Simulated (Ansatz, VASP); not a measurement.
# LaPd3S4 in VASP and in Ansatz

```
La Pd S
1.0
     6.62753    0.00000    0.00000
     0.00000    6.62753    0.00000
     0.00000    0.00000    6.62753
La Pd S
2 6 8
Direct
  0.50000 0.50000 0.50000
  0.00000 0.00000 0.00000
  0.75000 0.00000 0.50000
  0.50000 0.75000 0.00000
  0.00000 0.50000 0.75000
  0.00000 0.50000 0.25000
  0.25000 0.00000 0.50000
  0.50000 0.25000 0.00000
  0.75000 0.25000 0.25000
  0.25000 0.25000 0.75000
  0.25000 0.75000 0.25000
  0.75000 0.75000 0.75000
  0.25000 0.75000 0.75000
  0.75000 0.75000 0.25000
  0.25000 0.25000 0.25000
  0.75000 0.25000 0.75000
```

Alike in both runs: task single point; functional LDA; k mesh 6 × 6 × 6; occupations gaussian, width 0.1 eV; no spin polarisation.

|  | VASP | Ansatz |
| --- | --- | --- |
| version | VASP 6.6.1 | Ansatz 0.2.0 |
| potentials or method | VASP PAW LDA potentials, release 64 (La, Pd, S), cutoff 520 eV | scalar-relativistic, plane waves, PAW |
| valence electrons in the cell | 130 | 178 |

```csv
,VASP,Ansatz,Ansatz less VASP
gap on the k mesh at the Fermi level (eV),none,none,-
pressure (GPa),0.0,0.0,-0.03
```

LDA's correlation is that of Perdew and Zunger in VASP and of Perdew and Wang (1992) in Ansatz. A gap of «none» marks a metal or a gap that the smearing closes. VASP's potentials hold 130 valence electrons a cell and Ansatz's 178, so a difference there can come from the potentials and not from the codes.

Spin-orbit coupling is off throughout.
